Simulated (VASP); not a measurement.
# Ti (P6_3/mmc) in VASP: a series of runs

Runs on Ti. Level: PBE. Tasks: single point.

All numbers are computed with VASP 6.6.1; they aren't measurements. Logs are shortened: lines on timing, memory, paths and dates and some standing lists are left out, and cuts for length are marked.

## 1. The cell of the first run

It takes space group P6_3/mmc (No. 194, hexagonal). Conventional cell: a = 3.015 Å, b = 3.015 Å, c = 4.777 Å, α = 90.00°, β = 90.00°, γ = 120.00°. Ti (site symmetry -6m2) has 12 Ti at 2.96 to 3.02 Å within 3.9 Å.

## 2. Single point, PBE (volume scaled by 1.08)

The input, INCAR:

```
SYSTEM = Ti
PREC     = Accurate       ! precision mode
ENCUT    = 520            ! plane-wave cutoff, eV
EDIFF    = 1E-6           ! SCF threshold, eV
ISMEAR   = -1             ! smearing method
SIGMA    = 0.1            ! smearing width, eV
LREAL    = .FALSE.        ! projectors in reciprocal space
LASPH    = .TRUE.         ! aspherical terms in the spheres
NELM     = 80             ! most SCF steps
ALGO     = Normal         ! electronic algorithm
ISIF     = 2              ! what is computed and relaxed
LWAVE    = .FALSE.        ! write WAVECAR
LCHARG   = .TRUE.         ! write CHGCAR
GGA      = PE             ! functional
LELF     = .TRUE.         ! ELF
LVHAR    = .TRUE.       
NBANDS   = 19             ! bands
```

The input, KPOINTS:

```
regular mesh
0
G
  20 20 11
  0 0 0
```

The input, POSCAR:

```
Ti
1.0
    3.0154492355      0.0000000000      0.0000000000
   -1.5077246177      2.6114556418      0.0000000000
    0.0000000000      0.0000000000      4.7769778524
Ti
2
Direct
    0.3333333333      0.6666666667      0.2500000000
    0.6666666667      0.3333333333      0.7500000000
```

Potentials or basis: VASP PAW PBE potentials, release 64 (Ti_sv).

On the command line:

```sh
$ cat potpaw_PBE.64/Ti_sv/POTCAR > POTCAR
$ mpirun -np 1 vasp_std > vasp.out
```

OUTCAR:

```text
SYSTEM = Ti
   PREC = Accurate
   ENCUT = 520
   EDIFF = 1E-6
   ISMEAR = -1
   LREAL = .FALSE.
   LASPH = .TRUE.
   NELM = 80
   ISIF = 2
   GGA = PE

 ion  position               nearest neighbor table
   1  0.333  0.667  0.250-
   2  0.667  0.333  0.750-

  LATTYP: Found a hexagonal cell.
 ALAT       =     3.0154492355
 C/A-ratio  =     1.5841678899

  Lattice vectors:

 A1 = (   3.0154492355,   0.0000000000,   0.0000000000)
 A2 = (  -1.5077246177,   2.6114556418,   0.0000000000)
 A3 = (   0.0000000000,   0.0000000000,   4.7769778524)

Analysis of symmetry for initial positions (statically):
=====================================================================
 Subroutine PRICEL returns:
 Original cell was already a primitive cell.

 Routine SETGRP: Setting up the symmetry group for a
 hexagonal supercell.

 Subroutine GETGRP returns: Found 24 space group operations
 (whereof 12 operations were pure point group operations)
 out of a pool of 24 trial point group operations.

The static configuration has the point symmetry D_3d.
 The point group associated with its full space group is D_6h.

Analysis of symmetry for dynamics (positions and initial velocities):
=====================================================================
 Subroutine PRICEL returns:
 Original cell was already a primitive cell.

 Routine SETGRP: Setting up the symmetry group for a
 hexagonal supercell.

 Subroutine GETGRP returns: Found 24 space group operations
 (whereof 12 operations were pure point group operations)
 out of a pool of 24 trial point group operations.

The dynamic configuration has the point symmetry D_3d.
 The point group associated with its full space group is D_6h.

 Subroutine INISYM returns: Found 24 space group operations
 (whereof 12 operations are pure point group operations),
 and found     1 'primitive' translations

----------------------------------------------------------------------------------------

                                     Primitive cell

  volume of cell :      37.6173

  direct lattice vectors                    reciprocal lattice vectors
     3.015449236  0.000000000  0.000000000     0.331625546  0.191464098  0.000000000
    -1.507724618  2.611455642  0.000000000     0.000000000  0.382928197  0.000000000
     0.000000000  0.000000000  4.776977852     0.000000000  0.000000000  0.209337374

  length of vectors
     3.015449236  3.015449236  4.776977852     0.382928197  0.382928197  0.209337374

  position of ions in fractional coordinates (direct lattice)
     0.333333333  0.666666667  0.250000000
     0.666666667  0.333333333  0.750000000

  ion indices of the primitive-cell ions
   primitive index   ion index
                 1           1
                 2           2

----------------------------------------------------------------------------------------

 KPOINTS: regular mesh

Automatic generation of k-mesh.
 Grid dimensions read from file:
 generate k-points for:   20   20   11

 Generating k-lattice:

  Cartesian coordinates                     Fractional coordinates (reciprocal lattice)
     0.016581277  0.009573205  0.000000000     0.050000000  0.000000000  0.000000000
     0.000000000  0.019146410  0.000000000     0.000000000  0.050000000  0.000000000
     0.000000000  0.000000000  0.019030670     0.000000000  0.000000000  0.090909091

  Length of vectors
     0.019146410  0.019146410  0.019030670

  Shift w.r.t. Gamma in fractional coordinates (k-lattice)
     0.000000000  0.000000000  0.000000000

 Subroutine IBZKPT returns following result:
 ===========================================

 Found    264 irreducible k-points:

 Following reciprocal coordinates:
            Coordinates               Weight
  0.000000  0.000000  0.000000      1.000000
  0.050000  0.000000  0.000000      6.000000
  0.100000 -0.000000  0.000000      6.000000
  0.150000  0.000000  0.000000      6.000000
  0.200000 -0.000000  0.000000      6.000000
  0.250000  0.000000  0.000000      6.000000
[... 16 lines left out ...]
  0.200000  0.100000  0.000000     12.000000
  0.250000  0.100000  0.000000     12.000000
 [... further k-points ...]
   k-points           NKPTS =    264   k-points in BZ     NKDIM =    264   number of bands    NBANDS=     19
   number of dos      NEDOS =    301   number of ions     NIONS =      2
   total plane-waves  NPLWV =  20736
   dimension x,y,z NGX =    24 NGY =   24 NGZ =   36
   dimension x,y,z NGXF=    48 NGYF=   48 NGZF=   72
   ions per type =               2
   NGX,Y,Z   is equivalent  to a cutoff of  13.23, 13.23, 12.53 a.u.
   NGXF,Y,Z  is equivalent  to a cutoff of  26.46, 26.46, 25.06 a.u.
 SYSTEM =  Ti
   PREC   = accura    normal or accurate (medium, high low for compatibility)
   ISTART =      0    job   : 0-new  1-cont  2-samecut
   ICHARG =      2    charge: 1-file 2-atom 10-const
   ISPIN  =      1    spin polarized calculation?
   LNONCOLLINEAR =      F non collinear calculations
   LSORBIT =      F    spin-orbit coupling
   LASPH  =      T    aspherical Exc in radial PAW
   ENCUT  =  520.0 eV  38.22 Ry    6.18 a.u.   5.61  5.61  8.88*2*pi/ulx,y,z
   NELM   =     80;   NELMIN=  2; NELMDL= -5     # of ELM steps
   EDIFF  = 0.1E-05   stopping-criterion for ELM
   LREAL  =      F    real-space projection
   EDIFFG = 0.1E-04   stopping-criterion for IOM
   NSW    =      0    number of steps for IOM
   IBRION =     -1    ionic relax: 0-MD 1-quasi-New 2-CG
   NFREE  =      0    steps in history (QN), initial steepest desc. (CG)
   ISIF   =      2    stress and relaxation
   ISYM   =      2    0-nonsym 1-usesym 2-fastsym
   POTIM  = 0.5000    time-step for ionic-motion
   TEBEG  =    0.0;   TEEND  =   0.0 temperature during run
   PSTRESS=    0.0 pullay stress
   NELECT =      24.0000    total number of electrons
   NUPDOWN=      -1.0000    fix difference up-down
   EMIN   =  10.00;   EMAX   =-10.00  energy-range for DOS
   EFERMI =   0.00;   METHOD = LEGACY
   ISMEAR =    -1;   SIGMA  =   0.10  broadening in eV -4-tet -1-fermi 0-gaus
   EFERMI_NEDOS =   21; number of points for ismear=-14 and -15
   IALGO  =     38    algorithm
   IMIX   =      4    mixing-type and parameters
     AMIX     =   0.40;   BMIX     =  1.00
     AMIX_MAG =   1.60;   BMIX_MAG =  1.00
  volume/ion in A,a.u.               =      18.81       126.93
  Fermi-wavevector in a.u.,A,eV,Ry     =   1.409341  2.663267 27.024446  1.986241
  Thomas-Fermi vector in A             =   2.531406
   LORBIT       =      0    0 simple, 1 ext, 2 COOP (PROOUT), +10 PAW based schemes
   GGA     = PE    functional components
   LHFCALC =     F    Hartree Fock is set to
   AEXX    =    0.0000 exact exchange contribution
   IVDW    =     0    specifies the selected vdW correction
   LEPSILON=     F    determine dielectric tensor
   LRPA    =     F    only Hartree local field effects (RPA)
 non-spin polarized calculation
  energy-cutoff  :      520.00
  volume of cell :       37.62
 maximum number of plane-waves:      1037
 NGX is ok and might be reduce to    24
   NGX = 11   NGY = 11   NGZ = 17

 number of electron      23.9999995 magnetization

 Free energy of the ion-electron system (eV)
  ---------------------------------------------------
  ext. energy  EPLUGINS =         0.00000000
  ---------------------------------------------------
  free energy    TOTEN  =       -15.63682247 eV

  energy without entropy =      -15.55172753  energy(sigma->0) =      -15.59427500

 E-fermi :   7.4984     XC(G=0): -11.1267

 val. band max:        7.4980780849   @ k =   0.1000   0.1000   0.0909
 cond. band min:       7.5049868818   @ k =   0.3500   0.3000   0.2727
 fundamental gap:      0.0069087968
 Fermi energy:         7.4983534673

 k-point     1 :       0.0000    0.0000    0.0000
  band No.  band energies     occupation
      1     -49.4707      2.00000
      2     -49.3722      2.00000
      3     -25.9715      2.00000
      4     -25.4771      2.00000
      5     -25.4771      2.00000
      6     -25.4264      2.00000
[... 11 lines left out ...]
     18       9.0088      0.00000
     19      10.3791      0.00000

 k-point     2 :       0.0500    0.0000    0.0000
  band No.  band energies     occupation
      1     -49.4689      2.00000
      2     -49.3716      2.00000
      3     -25.9673      2.00000
      4     -25.4858      2.00000
      5     -25.4801      2.00000
      6     -25.4282      2.00000
[... 11 lines left out ...]
     18       8.9733      0.00000
     19      10.3980      0.00000

 k-point     3 :       0.1000   -0.0000    0.0000
  band No.  band energies     occupation
      1     -49.4637      2.00000
      2     -49.3696      2.00000
      3     -25.9548      2.00000
      4     -25.5109      2.00000
      5     -25.4885      2.00000
      6     -25.4337      2.00000
[... 11 lines left out ...]
     18       8.8761      0.00000
     19      10.4471      0.00000

 k-point     4 :       0.1500    0.0000    0.0000
  band No.  band energies     occupation
      1     -49.4554      2.00000
      2     -49.3665      2.00000
      3     -25.9348      2.00000
      4     -25.5502      2.00000
      5     -25.5012      2.00000
      6     -25.4734      2.00000
[... 11 lines left out ...]
     18       9.0319      0.00000
     19      10.5104      0.00000

 k-point     5 :       0.2000   -0.0000    0.0000
  band No.  band energies     occupation
      1     -49.4448      2.00000
      2     -49.3630      2.00000
      3     -25.9082      2.00000
      4     -25.6000      2.00000
      5     -25.5230      2.00000
      6     -25.5169      2.00000
[... 11 lines left out ...]
     18       9.2776      0.00000
     19      10.5739      0.00000
[... 334 lines left out ...]
      2     -49.3649      2.00000
      3     -25.9231      2.00000
      4     -25.5639      2.00000
      5     -25.5306      2.00000
      6     -25.4761      2.00000
[... 11 lines left out ...]
     18       9.1942      0.00000
     19      10.5196      0.00000

 k-point    22 :       0.1500    0.1000    0.0000
  band No.  band energies     occupation
      1     -49.4405      2.00000
      2     -49.3616      2.00000
      3     -25.8972      2.00000
      4     -25.6054      2.00000
      5     -25.5699      2.00000
      6     -25.5001      2.00000
[... 11 lines left out ...]
     18       9.4749      0.00000
     19      10.5604      0.00000

 k-point    23 :       0.2000    0.1000    0.0000
  band No.  band energies     occupation
      1     -49.4287      2.00000
      2     -49.3584      2.00000
      3     -25.8662      2.00000
      4     -25.6556      2.00000
      5     -25.6104      2.00000
      6     -25.5260      2.00000
[... 11 lines left out ...]
     18       9.8000      0.00000
     19      10.5986      0.00000

 k-point    24 :       0.2500    0.1000    0.0000
  band No.  band energies     occupation
      1     -49.4164      2.00000
      2     -49.3557      2.00000
      3     -25.8319      2.00000
      4     -25.7080      2.00000
      5     -25.6491      2.00000
      6     -25.5514      2.00000
[... 11 lines left out ...]
     18      10.1560      0.00000
     19      10.6304      0.00000

 [... further k-points ...]

------------------------ aborting loop because EDIFF is reached ----------------------------------------

  FORCE on cell =-STRESS in cart. coord.  units (eV):
  Direction    XX          YY          ZZ          XY          YZ          ZX
  --------------------------------------------------------------------------------------
  -------------------------------------------------------------------------------------
  Total       -1.7634854     -1.7634854     -1.8012737     -0.0000000      0.0000000      0.0000000
  in kB      -75.1094430    -75.1094430    -76.7189055     -0.0000000      0.0000000      0.0000000
  external PRESSURE =     -75.6459305 kB  Pullay stress =       0.0000000 kB

 VOLUME and BASIS-vectors are now :
 -----------------------------------------------------------------------------
  energy-cutoff  :      520.00
  volume of cell :       37.62
      direct lattice vectors                 reciprocal lattice vectors
     3.015449236  0.000000000  0.000000000     0.331625546  0.191464098  0.000000000
    -1.507724618  2.611455642  0.000000000     0.000000000  0.382928197  0.000000000
     0.000000000  0.000000000  4.776977852     0.000000000  0.000000000  0.209337374

 POSITION                                       TOTAL-FORCE (eV/Angst)
 -----------------------------------------------------------------------------------
     -0.00000      1.74097      1.19424        -0.000000      0.000000      0.000000
      1.50772      0.87049      3.58273         0.000000     -0.000000      0.000000
 -----------------------------------------------------------------------------------
    total drift:                               -0.000000      0.000000     -0.000000

  FREE ENERGIE OF THE ION-ELECTRON SYSTEM (eV)
  ---------------------------------------------------
  free  energy   TOTEN  =       -15.6368224697 eV

  energy  without entropy=      -15.5517275293  energy(sigma->0) =      -15.59427500
```

Run time: 85 s. Hardware: 1 thread of Intel Xeon 6975P-C, shared host; peak memory 0.27 GiB.

What came out:

```
Free energy            : -15.6368 eV
Pressure               : -7.6 GPa
Band gap on the k mesh : zero (band 12 reaches 8.25 eV, above the bottom of band 13 at 7.21 eV)
```

(Part 1 of 2 ends here.)
